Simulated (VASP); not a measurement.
# BaTiO3: single point with PBE

Crystal: BaTiO3.

```
Ba Ti O
1.0
     3.96320    0.00000    0.00000
     0.00000    2.85788    2.87420
     0.00000   -2.85788    2.87420
Ba Ti O
1 1 3
Direct
  0.00000 0.00496 0.00496
  0.50000 0.52057 0.52057
  0.50000 0.97676 0.49078
  0.50000 0.49078 0.97676
  0.00000 0.48683 0.48683
```

```
Program             : VASP 6.6.1
Task                : single point
Functional          : PBE
Potentials or basis : VASP PAW PBE potentials, release 64 (Ba_sv, Ti_sv, O)
Cutoff              : 520 eV
k mesh              : 6 × 6 × 6
Occupations         : fermi-dirac, width 0.02 eV
Spin                : no spin polarisation
```

| Item | Value |
| --- | --- |
| Pressure | 4.9 GPa |
| Largest force | 0.155 eV/Å |
| Band gap on the k mesh | 2.24 eV, indirect (least direct gap 2.70 eV) |

Forces on the atoms (eV/Å):
```
Ba   0.000  0.000 -0.018
Ti   0.000  0.000 -0.134
O    0.000  0.126  0.091
O    0.000 -0.126  0.091
O    0.000  0.000 -0.029
```

Stress tensor (GPa, compression positive):
```
4.81 0.00 0.00
0.00 5.03 0.00
0.00 0.00 4.85
```

Levels at points of the mesh, in eV from the valence-band top:
```
           k point  band 18  band 19  band 20  band 21  band 22  band 23
(0.00, 0.00, 0.00)    -0.58    -0.54    -0.46     2.24     2.48     2.55
(0.50, 0.00, 0.00)    -1.54    -1.23    -1.09     2.65     3.67     3.87
(0.00, 0.50, 0.00)    -1.69    -0.98    -0.80     2.48     3.73     3.75
(0.50, 0.50, 0.00)    -0.96    -0.93    -0.08     3.78     3.80     4.13
(0.00, 0.50, 0.50)    -0.94    -0.86    -0.29     3.73     3.78     4.04
(0.50, 0.50, 0.50)    -0.21    -0.02     0.00     4.25     4.29     4.42
```

It took 66 s on 1 thread of Intel(R) Xeon(R) Platinum 8488C (Sapphire Rapids) (shared host), peak memory 0.23 GiB.

Caveat: spin-orbit coupling is left out, which moves the levels of the heavy elements. PBE gaps usually lie below the measured ones, often by a third to a half.
